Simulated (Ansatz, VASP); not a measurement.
# SrO in VASP and in Ansatz

```xyz
2
Lattice="0.0321 2.5698 2.5698 2.6019 0.0000 2.6019 2.5698 2.5698 0.0321" Properties=species:S:1:pos:R:3 pbc="T T T"
Sr    0.0000    0.0000    0.0000
O     2.6019    2.5698    2.6019
```

Change from the starting cell: strain +0.0250 x Voigt [0, 0, 0, 0, 1, 0], atoms carried along.

Alike in both runs: task single point; functional PBE; k mesh 8 × 8 × 8; occupations gaussian, width 0.05 eV; no spin polarisation.

|  | VASP | Ansatz |
| --- | --- | --- |
| version | VASP 6.6.1 | Ansatz 0.2.0 |
| potentials or method | VASP PAW PBE potentials, release 64 (Sr_sv, O), cutoff 520 eV | scalar-relativistic, plane waves, PAW |
| valence electrons in the cell | 16 | 16 |

```tsv
	VASP	Ansatz	Ansatz less VASP
gap on the k mesh at the Fermi level (eV)	3.23	3.28	+0.049
least direct gap on the mesh (eV)	3.32	3.36	+0.038
pressure (GPa)	3.5	2.9	-0.59
traceless stress, the component that is largest in VASP (GPa)	-1.35	-1.35	-0.001
```

The functional is the same, so the differences come from potentials, cutoffs and numerics.
